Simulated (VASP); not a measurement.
# In (P4/mbm) in VASP: further runs

The runs below take In through relaxation of cell and atoms, single point, with PBE.

Everything below comes from runs of VASP 6.6.1. Logs are shortened: lines on timing, memory, paths and dates and some standing lists are left out, and cuts for length are marked.

### Step 1. The cell of the first run

The structure is tetragonal, space group P4/mbm (No. 127). Conventional cell: a = 7.724 Å, b = 7.724 Å, c = 2.832 Å, α = 90.00°, β = 90.00°, γ = 90.00°. Within 3.7 Å of In (site symmetry m2m) lie 4 In at 2.83 to 2.85 Å. Within 3.7 Å of In (site symmetry 4/m) lie 6 In at 2.83 to 2.85 Å.

The cell was built from a structure type or drawn by symmetry, and may not be a known phase.

### Step 2. Relaxation of cell and atoms, PBE

File INCAR:

```
PREC = Accurate
ENCUT = 600
EDIFF = 1E-7
ISMEAR = 0
SIGMA = 0.1
LREAL = False
LASPH = True
NELM = 80
ALGO = Fast
ISIF = 3
LWAVE = False
LCHARG = False
GGA = PE
IBRION = 2
NSW = 90
EDIFFG = -0.04
```

File KPOINTS:

```
regular mesh
0
Gamma
  2 2 6
```

File POSCAR:

```
In
1.0
    7.7244395200      0.0000000000      0.0000000000
    0.0000000000      7.7244395200      0.0000000000
    0.0000000000      0.0000000000      2.8324322000
In
6
Direct
    0.1767953900      0.3232046100      0.0000000000
    0.3232046100      0.8232046100      0.0000000000
    0.8232046100      0.6767953900      0.0000000000
    0.6767953900      0.1767953900      0.0000000000
    0.0000000000      0.0000000000      0.0000000000
    0.5000000000      0.5000000000      0.0000000000
```

Potentials or basis: VASP PAW PBE potentials, release 64 (In_d).

Launch:

```sh
$ cat potpaw_PBE.64/In_d/POTCAR > POTCAR
$ mpirun -np 1 vasp_std > vasp.out
```

OUTCAR:

```text
PREC = Accurate
   ENCUT = 600
   EDIFF = 1E-7
   ISMEAR = 0
   LREAL = False
   LASPH = True
   NELM = 80
   ISIF = 3
   GGA = PE
   IBRION = 2
   NSW = 90
   EDIFFG = -0.04

 ion  position               nearest neighbor table
   1  0.177  0.323  0.000-   5 2.85   6 2.85   3 3.86   6 4.02   5 4.02   5 4.02   6 4.02   2 4.02
                             4 4.02   2 4.02   4 4.02
   2  0.323  0.823  0.000-   5 2.85   6 2.85   4 3.86   6 4.02   5 4.02   5 4.02   6 4.02   3 4.02
                             1 4.02   1 4.02   3 4.02
   3  0.823  0.677  0.000-   5 2.85   6 2.85   1 3.86   6 4.02   5 4.02   5 4.02   6 4.02   2 4.02
                             4 4.02   4 4.02   2 4.02
   4  0.677  0.177  0.000-   5 2.85   6 2.85   2 3.86   6 4.02   5 4.02   5 4.02   6 4.02   1 4.02
                             3 4.02   3 4.02   1 4.02
   5  0.000  0.000  0.000-   1 2.85   2 2.85   3 2.85   4 2.85   1 4.02   2 4.02   3 4.02   4 4.02
                             1 4.02   2 4.02   3 4.02   4 4.02
   6  0.500  0.500  0.000-   1 2.85   2 2.85   3 2.85   4 2.85   1 4.02   2 4.02   3 4.02   4 4.02
                             1 4.02   2 4.02   3 4.02   4 4.02

  LATTYP: Found a simple tetragonal cell.
 ALAT       =     7.7244395200
 C/A-ratio  =     0.3666844944

  Lattice vectors:

 A1 = (   7.7244395200,   0.0000000000,   0.0000000000)
 A2 = (   0.0000000000,   7.7244395200,   0.0000000000)
 A3 = (   0.0000000000,   0.0000000000,   2.8324322000)

Analysis of symmetry for initial positions (statically):
=====================================================================
 Subroutine PRICEL returns:
 Original cell was already a primitive cell.

 Routine SETGRP: Setting up the symmetry group for a
 simple tetragonal supercell.

 Subroutine GETGRP returns: Found 16 space group operations
 (whereof  8 operations were pure point group operations)
 out of a pool of 16 trial point group operations.

The static configuration has the point symmetry C_4h.
 The point group associated with its full space group is D_4h.

Analysis of symmetry for dynamics (positions and initial velocities):
=====================================================================
 Subroutine PRICEL returns:
 Original cell was already a primitive cell.

 Routine SETGRP: Setting up the symmetry group for a
 simple tetragonal supercell.

 Subroutine GETGRP returns: Found 16 space group operations
 (whereof  8 operations were pure point group operations)
 out of a pool of 16 trial point group operations.

The dynamic configuration has the point symmetry C_4h.
 The point group associated with its full space group is D_4h.

 Subroutine INISYM returns: Found 16 space group operations
 (whereof  8 operations are pure point group operations),
 and found     1 'primitive' translations

----------------------------------------------------------------------------------------

                                     Primitive cell

  volume of cell :     169.0026

  direct lattice vectors                    reciprocal lattice vectors
     7.724439520  0.000000000  0.000000000     0.129459231  0.000000000  0.000000000
     0.000000000  7.724439520  0.000000000     0.000000000  0.129459231  0.000000000
     0.000000000  0.000000000  2.832432200     0.000000000  0.000000000  0.353053464

  length of vectors
     7.724439520  7.724439520  2.832432200     0.129459231  0.129459231  0.353053464

  position of ions in fractional coordinates (direct lattice)
     0.176795390  0.323204610  0.000000000
     0.323204610  0.823204610  0.000000000
     0.823204610  0.676795390  0.000000000
     0.676795390  0.176795390  0.000000000
     0.000000000  0.000000000  0.000000000
     0.500000000  0.500000000  0.000000000

  ion indices of the primitive-cell ions
   primitive index   ion index
                 1           1
                 2           2
                 3           3
                 4           4
                 5           5
                 6           6

----------------------------------------------------------------------------------------

 KPOINTS: regular mesh

Automatic generation of k-mesh.
 Grid dimensions read from file:
 generate k-points for:    2    2    6

 Generating k-lattice:

  Cartesian coordinates                     Fractional coordinates (reciprocal lattice)
     0.064729615  0.000000000  0.000000000     0.500000000  0.000000000  0.000000000
     0.000000000  0.064729615  0.000000000     0.000000000  0.500000000  0.000000000
     0.000000000  0.000000000  0.058842244     0.000000000  0.000000000  0.166666667

  Length of vectors
     0.064729615  0.064729615  0.058842244

  Shift w.r.t. Gamma in fractional coordinates (k-lattice)
     0.000000000  0.000000000  0.000000000

 Subroutine IBZKPT returns following result:
 ===========================================

 Found     12 irreducible k-points:

 Following reciprocal coordinates:
            Coordinates               Weight
  0.000000  0.000000  0.000000      1.000000
  0.500000  0.000000  0.000000      2.000000
  0.500000  0.500000  0.000000      1.000000
  0.000000  0.000000  0.166667      2.000000
  0.500000  0.000000  0.166667      4.000000
  0.500000  0.500000  0.166667      2.000000
  0.000000  0.000000  0.333333      2.000000
  0.500000  0.000000  0.333333      4.000000
  0.500000  0.500000  0.333333      2.000000
  0.000000  0.000000  0.500000      1.000000
  0.500000  0.000000  0.500000      2.000000
  0.500000  0.500000  0.500000      1.000000
   k-points           NKPTS =     12   k-points in BZ     NKDIM =     12   number of bands    NBANDS=     46
   number of dos      NEDOS =    301   number of ions     NIONS =      6
   total plane-waves  NPLWV =  98304
   dimension x,y,z NGX =    64 NGY =   64 NGZ =   24
   dimension x,y,z NGXF=   128 NGYF=  128 NGZF=   48
   ions per type =               6
   NGX,Y,Z   is equivalent  to a cutoff of  13.77, 13.77, 14.09 a.u.
   NGXF,Y,Z  is equivalent  to a cutoff of  27.55, 27.55, 28.17 a.u.
 SYSTEM =  unknown system
   PREC   = accura    normal or accurate (medium, high low for compatibility)
   ISTART =      0    job   : 0-new  1-cont  2-samecut
   ICHARG =      2    charge: 1-file 2-atom 10-const
   ISPIN  =      1    spin polarized calculation?
   LNONCOLLINEAR =      F non collinear calculations
   LSORBIT =      F    spin-orbit coupling
   LASPH  =      T    aspherical Exc in radial PAW
   ENCUT  =  600.0 eV  44.10 Ry    6.64 a.u.  15.43 15.43  5.66*2*pi/ulx,y,z
   NELM   =     80;   NELMIN=  2; NELMDL= -5     # of ELM steps
   EDIFF  = 0.1E-06   stopping-criterion for ELM
   LREAL  =      F    real-space projection
   EDIFFG = -.4E-01   stopping-criterion for IOM
   NSW    =     90    number of steps for IOM
   IBRION =      2    ionic relax: 0-MD 1-quasi-New 2-CG
   NFREE  =      1    steps in history (QN), initial steepest desc. (CG)
   ISIF   =      3    stress and relaxation
   ISYM   =      2    0-nonsym 1-usesym 2-fastsym
   POTIM  = 0.5000    time-step for ionic-motion
   TEBEG  =    0.0;   TEEND  =   0.0 temperature during run
   PSTRESS=    0.0 pullay stress
   NELECT =      78.0000    total number of electrons
   NUPDOWN=      -1.0000    fix difference up-down
   EMIN   =  10.00;   EMAX   =-10.00  energy-range for DOS
   EFERMI =   0.00;   METHOD = LEGACY
   ISMEAR =     0;   SIGMA  =   0.10  broadening in eV -4-tet -1-fermi 0-gaus
   EFERMI_NEDOS =   21; number of points for ismear=-14 and -15
   IALGO  =     68    algorithm
   IMIX   =      4    mixing-type and parameters
     AMIX     =   0.40;   BMIX     =  1.00
     AMIX_MAG =   1.60;   BMIX_MAG =  1.00
  volume/ion in A,a.u.               =      28.17       190.08
  Fermi-wavevector in a.u.,A,eV,Ry     =   1.265150  2.390786 21.777532  1.600603
  Thomas-Fermi vector in A             =   2.398418
   LORBIT       =      0    0 simple, 1 ext, 2 COOP (PROOUT), +10 PAW based schemes
   GGA     = PE    functional components
   LHFCALC =     F    Hartree Fock is set to
   AEXX    =    0.0000 exact exchange contribution
   IVDW    =     0    specifies the selected vdW correction
   LEPSILON=     F    determine dielectric tensor
   LRPA    =     F    only Hartree local field effects (RPA)
 conjugate gradient relaxation of ions
 non-spin polarized calculation
 RMM-DIIS sequential band-by-band and
 Gauss-broadening in eV      SIGMA  =   0.10
  energy-cutoff  :      600.00
  volume of cell :      169.00
 maximum number of plane-waves:      5703
 NGX is ok and might be reduce to    64
   NGX = 31   NGY = 31   NGZ = 11

--------------------------------------- Ionic step        1  -------------------------------------------

 number of electron      78.0000028 magnetization

 Free energy of the ion-electron system (eV)
  ---------------------------------------------------
  ext. energy  EPLUGINS =         0.00000000
  ---------------------------------------------------
  free energy    TOTEN  =       -13.15061528 eV

  energy without entropy =      -13.11518184  energy(sigma->0) =      -13.13289856

------------------------ aborting loop because EDIFF is reached ----------------------------------------

  FORCE on cell =-STRESS in cart. coord.  units (eV):
  Direction    XX          YY          ZZ          XY          YZ          ZX
  --------------------------------------------------------------------------------------
  -------------------------------------------------------------------------------------
  Total        6.6509149      6.6509149      9.7948968      0.0000000     -0.0000000     -0.0000000
  in kB       63.0519462     63.0519462     92.8574965      0.0000000     -0.0000000     -0.0000000
  external PRESSURE =      72.9871296 kB  Pullay stress =       0.0000000 kB
[... 101 lines left out ...]
  FREE ENERGIE OF THE ION-ELECTRON SYSTEM (eV)
  ---------------------------------------------------
  free  energy   TOTEN  =       -13.8011319849 eV

  energy  without entropy=      -13.7526406992  energy(sigma->0) =      -13.77688634

 E-fermi :   5.0147     XC(G=0):  -8.8839

 val. band max:        4.9877218902   @ k =   0.0000   0.0000   0.3333
 cond. band min:       5.0799714022   @ k =   0.5000   0.0000   0.3333
 fundamental gap:      0.0922495119
 Fermi energy:         5.0147295133

 k-point     1 :       0.0000    0.0000    0.0000
  band No.  band energies     occupation
      1     -10.1851      2.00000
      2     -10.1350      2.00000
      3     -10.1108      2.00000
      4      -9.9904      2.00000
      5      -9.9629      2.00000
      6      -9.9629      2.00000
[... 577 lines left out ...]
     45       7.0864      0.00000
     46       7.0864      0.00000

[... ionic steps 4 to 9 ...]

--------------------------------------- Ionic step       10  -------------------------------------------

 number of electron      78.0000032 magnetization

------------------------ aborting loop because EDIFF is reached ----------------------------------------
[... 75 lines left out ...]
--------------------------------------- Ionic step       12  -------------------------------------------

 number of electron      78.0000040 magnetization

 Free energy of the ion-electron system (eV)
  ---------------------------------------------------
  ext. energy  EPLUGINS =         0.00000000
  ---------------------------------------------------
  free energy    TOTEN  =       -14.44467887 eV

  energy without entropy =      -14.42692831  energy(sigma->0) =      -14.43580359

 E-fermi :   5.6416     XC(G=0):  -9.3479

 val. band max:        5.6118074587   @ k =   0.5000   0.5000   0.3333
 cond. band min:       5.7636149629   @ k =   0.0000   0.0000   0.5000
 fundamental gap:      0.1518075042
 Fermi energy:         5.6416069460

 k-point     1 :       0.0000    0.0000    0.0000
  band No.  band energies     occupation
      1      -9.3237      2.00000
      2      -9.3058      2.00000
      3      -9.2110      2.00000
      4      -9.2100      2.00000
      5      -9.1698      2.00000
      6      -9.1269      2.00000
[... 610 lines left out ...]
  FREE ENERGIE OF THE ION-ELECTRON SYSTEM (eV)
  ---------------------------------------------------
  free  energy   TOTEN  =       -14.4446788678 eV

  energy  without entropy=      -14.4269283108  energy(sigma->0) =      -14.43580359

 reached required accuracy - stopping structural energy minimisation
```

Run time: 51 min. Hardware: 1 thread of Intel Xeon 8259CL, shared host; peak memory 0.36 GiB.

Results:

| Quantity | Value |
| --- | --- |
| Free energy | -14.4447 eV |
| Relaxed volume | 30.91 Å³/atom |
| Relaxed cell | a = 7.662 Å, b = 7.662 Å, c = 3.159 Å, α = 90.00°, β = 90.00°, γ = 90.00° |
| Space group after relaxing (to 0.1 Å) | P4/mbm (No. 127) |
| Energy gained by relaxing | 215.7 meV/atom |
| Ionic steps | 12 |
| Pressure after relaxing | 0.2 GPa |
| Largest force after relaxing | 0.020 eV/Å |
| Band gap on the k mesh | zero (bands 39 and 40 overlap by 1.97 eV) |

Forces on the atoms (eV/Å):
```
In   0.014 -0.014  0.000
In  -0.014 -0.014  0.000
In  -0.014  0.014  0.000
In   0.014  0.014  0.000
In   0.000  0.000  0.000
In   0.000  0.000  0.000
```

The path:
| step | energy change (eV) | largest force (eV/Å) | pressure (GPa) | volume (Å³) |
| --- | --- | --- | --- | --- |
| 1 | 0.0000 | 0.7351 | 7.30 | 169.00 |
| 2 | -0.6480 | 0.3860 | 0.03 | 202.33 |
| 3 | -0.6505 | 0.3686 | -0.12 | 204.01 |
| 4 | -0.6496 | 0.3377 | -0.48 | 207.39 |
| 5 | -0.6512 | 0.3573 | -0.24 | 205.30 |
| 6 | -0.6824 | 0.3622 | -0.26 | 204.34 |
| 7 | -0.7798 | 0.3846 | -0.34 | 201.47 |
| 8 | -1.0260 | 0.4090 | -0.80 | 195.67 |
| 9 | -1.2126 | 0.1198 | 0.77 | 183.90 |
| 10 | -1.2463 | 0.2587 | -0.32 | 188.90 |
| 11 | -1.2610 | 0.1768 | -0.03 | 187.32 |
| 12 | -1.2941 | 0.0197 | 0.16 | 185.45 |

Final structure:
```
CELL_PARAMETERS angstrom
7.66159 0.00000 0.00000
0.00000 7.66159 0.00000
0.00000 0.00000 3.15931
ATOMIC_POSITIONS crystal
In 0.13965 0.36035 0.00000
In 0.36035 0.86035 0.00000
In 0.86035 0.63965 0.00000
In 0.63965 0.13965 0.00000
In 0.00000 0.00000 0.00000
In 0.50000 0.50000 0.00000
```

Caveat: the k points lie up to 0.41 Å⁻¹ apart in the final cell, too coarse for converged energies and pressures of a metal; spin-orbit coupling is left out, which moves the levels of the heavy elements.

### Step 3. Single point, PBE

This run uses another cell than the first one, of 31.48 Å³/atom.

File INCAR:

```
SYSTEM = In
ALGO     = Fast           ! electronic algorithm
EDIFF    = 1E-7           ! SCF threshold, eV
ENCUT    = 520            ! plane-wave cutoff, eV
GGA      = PE             ! functional
ISIF     = 2              ! what is computed and relaxed
ISMEAR   = 0              ! smearing method
LASPH    = .TRUE.         ! aspherical terms in the spheres
LCHARG   = .FALSE.        ! write CHGCAR
LREAL    = .FALSE.        ! projectors in reciprocal space
LWAVE    = .FALSE.        ! write WAVECAR
NBANDS   = 48             ! bands
NELM     = 60             ! most SCF steps
PREC     = Accurate       ! precision mode
SIGMA    = 0.1            ! smearing width, eV
```

File KPOINTS:

```
k-points
0
G
  6 6 12
  0 0 0
```

File POSCAR:

```
In
1.0
    7.8082194984      0.0000000000      0.0000000000
    0.0000000000      7.8082194984      0.0000000000
    0.0000000000      0.0000000000      3.0976075473
In
6
Direct
    0.1373745510      0.3626254490      0.0000000000
    0.3626254490      0.8626254490      0.0000000000
    0.8626254490      0.6373745510      0.0000000000
    0.6373745510      0.1373745510      0.0000000000
    0.0000000000      0.0000000000      0.0000000000
    0.5000000000      0.5000000000      0.0000000000
```

Potentials or basis: VASP PAW PBE potentials, release 64 (In_d).

Launch:

```sh
$ cat potpaw_PBE.64/In_d/POTCAR > POTCAR
$ mpirun -np 1 vasp_std > vasp.out
```

Run time: 15 min. Hardware: 1 thread of Intel Xeon 8259CL, shared host; peak memory 0.56 GiB.

Results (log left out):

* Free energy: -14.5546 eV
* Pressure: 0.0 GPa
* Band gap on the k mesh: zero (bands 39 and 40 overlap by 2.37 eV)

Levels at points of the mesh, in eV from the Fermi level:
```csv
k point,band 35,band 36,band 37,band 38,band 39,band 40,band 41,band 42,band 43,band 44
"(0.00, 0.00, 0.00)",-5.79,-4.09,-2.37,-2.37,-1.34,1.71,2.38,2.70,2.70,4.51
"(0.50, 0.00, 0.00)",-4.77,-4.77,-1.76,-1.76,0.06,0.06,1.05,1.05,3.58,3.58
"(0.50, 0.50, 0.00)",-3.19,-3.19,-1.60,-1.60,-1.36,-1.36,0.84,0.84,3.85,3.85
"(0.00, 0.00, 0.50)",-2.48,-2.48,-1.18,-1.14,-0.65,-0.42,-0.42,0.34,0.34,0.71
"(0.50, 0.00, 0.50)",-2.44,-2.44,-1.55,-1.55,-0.80,-0.80,0.50,0.50,1.03,1.03
"(0.50, 0.50, 0.50)",-2.00,-2.00,-1.71,-1.71,0.55,0.55,1.01,1.01,1.17,1.17
```

Caveat: spin-orbit coupling is left out, which moves the levels of the heavy elements.
